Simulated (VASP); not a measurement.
BaWF3, 5 atoms in the cell. It takes space group Pm-3m (No. 221, cubic). Conventional cell: a = 4.179 Å, b = 4.179 Å, c = 4.179 Å, α = 90.00°, β = 90.00°, γ = 90.00°. Ba (site symmetry m-3m) has 12 F at 2.96 Å and 8 W at 3.62 Å within 3.9 Å. Within 2.8 Å of W (site symmetry m-3m) lie 6 F at 2.09 Å. Within 2.8 Å of F (site symmetry 4/mmm) lie 2 W at 2.09 Å. 

| Item | Value |
| --- | --- |
| Program | VASP 6.6.1 |
| Task | single point |
| Functional | PBE |
| Potentials or basis | VASP PAW PBE potentials, release 64 (Ba_sv, W_sv, F_h) |
| Cutoff | 1350 eV |
| k mesh | 4 × 4 × 4 |
| Occupations | gaussian, width 0.1 eV |
| Spin | no spin polarisation |
| Dipole correction | no |
| Further INCAR settings | ALGO = Normal; EDIFF = 1e-06; NBANDS = 30 |

Potentials or basis: VASP PAW PBE potentials, release 64 (Ba_sv, W_sv, F_h).

Launch:

```sh
$ cat potpaw_PBE.64/Ba_sv/POTCAR potpaw_PBE.64/W_sv/POTCAR potpaw_PBE.64/F_h/POTCAR > POTCAR
$ mpirun -np 1 vasp_std > vasp.out
```

Hardware: 1 thread of Intel(R) Xeon(R) Platinum 8259CL CPU @ 2.50GHz (Skylake/Cascade Lake), on a shared host.

**Question.** How long does it take, and how much memory?

**Answer.** It took 82 s on 1 thread of Intel(R) Xeon(R) Platinum 8259CL CPU @ 2.50GHz (Skylake/Cascade Lake), on a shared host, peak memory 0.39 GiB. Counts: scf iterations 14, k points 10.
